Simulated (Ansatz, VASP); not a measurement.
# One calculation of WSe2, two programs

```xyz
6
Lattice="3.2497 0.0000 0.0000 -1.6248 2.8143 0.0000 0.0000 0.0000 12.8235" Properties=species:S:1:pos:R:3 pbc="T T T"
W     0.0000    1.8762    3.2059
W     1.6248    0.9381    9.6176
Se    0.0000    1.8762    7.9507
Se    1.6248    0.9381    1.5390
Se    0.0000    1.8762   11.2845
Se    1.6248    0.9381    4.8728
```

Alike in both runs: functional LDA; k mesh 12 × 12 × 2; occupations gaussian, width 0.02 eV; no spin polarisation.

Ansatz relaxed the structure, and its values are those at the end. VASP's run is a single point on that final structure, the one shown.

|  | VASP | Ansatz |
| --- | --- | --- |
| version | VASP 6.6.1 | Ansatz 0.2.0 |
| potentials or method | VASP PAW LDA potentials, release 64 (W_sv, Se), cutoff 520 eV | scalar-relativistic, plane waves, PAW |
| valence electrons in the cell | 52 | 92 |

```tsv
	VASP	Ansatz	Ansatz less VASP
gap on the k mesh at the Fermi level (eV)	0.88	0.89	+0.011
least direct gap on the mesh (eV)	1.62	1.62	-0.004
pressure (GPa)	0.8	0.0	-0.78
rms of the force components (eV/Å)	0.048	0.000	-0.0477
```

LDA's correlation is that of Perdew and Zunger in VASP and of Perdew and Wang (1992) in Ansatz. VASP's potentials hold 52 valence electrons a cell and Ansatz's 92, so a difference there can come from the potentials and not from the codes.

Neither program's run includes spin-orbit coupling.
